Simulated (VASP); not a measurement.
## Zr: single point with PBE

Zr:

```
Zr
1.0
     5.01121    0.00000    0.00000
    -2.50560    4.33983    0.00000
     0.00000    0.00000    3.12923
Zr
3
Direct
  0.00000 0.00000 0.00000
  0.33333 0.66667 0.50000
  0.66667 0.33333 0.50000
```

This isn't the form of Zr at room conditions, which is hcp.

```yaml
Program: VASP 6.6.1
Task: single point
Functional: PBE
Potentials_or_basis: VASP PAW PBE potentials, release 64 (Zr_sv)
Cutoff: 520 eV
k_mesh: 7 × 7 × 10
Occupations: fermi-dirac, width 0.05 eV
Spin: no spin polarisation
Dipole_correction: no
Further_INCAR_settings: ALGO = Normal; EDIFF = 1e-06; NBANDS = 25
```

* Pressure: 1.8 GPa
* Band gap on the k mesh: zero (bands 18 and 19 overlap by 0.48 eV)

Levels at points of the mesh, in eV from the Fermi level:
```csv
k point,band 16,band 17,band 18,band 19,band 20,band 21
"(0.00, 0.00, 0.00)",-0.51,-0.47,-0.47,-0.19,0.83,1.63
"(0.00, 0.00, 0.50)",-1.92,-1.92,-1.38,1.20,1.20,1.67
```

It took 52 s on 1 thread of Intel(R) Xeon(R) 6975P-C (Granite Rapids) (shared host), peak memory 0.21 GiB.
